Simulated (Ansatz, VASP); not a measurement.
# KCl: VASP beside Ansatz

```
CELL_PARAMETERS angstrom
0.00000 3.18999 3.18999
3.18999 0.00000 3.18999
3.18999 3.18999 0.00000
ATOMIC_POSITIONS crystal
K 0.00000 0.00000 0.00000
Cl 0.50000 0.50000 0.50000
```

Alike in both runs: functional PBE; k mesh 6 × 6 × 6; occupations gaussian, width 0.02 eV; no spin polarisation.

Ansatz relaxed the structure, and its values are those at the end. VASP's run is a single point on that final structure, the one shown.

```csv
,VASP,Ansatz
version,VASP 6.6.1,Ansatz 0.2.0
potentials or method,"VASP PAW PBE potentials, release 64 (K_sv, Cl)","scalar-relativistic, plane waves, norm-conserving pseudopotentials"
plane-wave cutoff (eV),500,850
valence electrons in the cell,16,16
```

|  | VASP | Ansatz | Ansatz less VASP |
| --- | --- | --- | --- |
| gap on the k mesh at the Fermi level (eV) | 5.05 | 5.05 | +0.003 |
| least direct gap on the mesh (eV) | 5.05 | 5.05 | +0.003 |
| pressure (GPa) | 0.0 | 0.0 | -0.02 |

The functional is the same, so the differences come from potentials, cutoffs and numerics.
